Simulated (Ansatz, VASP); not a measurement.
MgI: VASP beside Ansatz

```
CELL_PARAMETERS angstrom
4.13152 0.00000 0.00000
-2.06576 3.57800 0.00000
0.00000 0.00000 9.97471
ATOMIC_POSITIONS crystal
Mg 0.33333 0.66667 0.34213
Mg 0.66667 0.33333 0.84213
I 0.33333 0.66667 0.03100
I 0.66667 0.33333 0.53100
```

Alike in both runs: task relaxation of cell and atoms; functional PBE; k mesh 12 × 12 × 6; occupations gaussian, width 0.1 eV; no spin polarisation.

|  | VASP | Ansatz |
| --- | --- | --- |
| version | VASP 6.6.1 | Ansatz 0.2.0 |
| potentials or method | VASP PAW PBE potentials, release 64 (Mg, I), cutoff 600 eV | scalar-relativistic, plane waves, PAW |
| valence electrons in the cell | 18 | 54 |

|  | VASP | Ansatz | Ansatz less VASP |
| --- | --- | --- | --- |
| gap on the k mesh at the Fermi level, each at its own relaxed structure (eV) | none | none | - |
| relaxed volume (Å³/atom) | 36.81 | 36.86 | +0.055 |
| relaxed cell length with the largest relative difference (Å) | 9.968 | 9.975 | +0.0069 |

A gap of «none» marks a metal or a gap that the smearing closes. VASP's potentials hold 18 valence electrons a cell and Ansatz's 54, so a difference there can come from the potentials and not from the codes.

Neither program's run includes spin-orbit coupling.
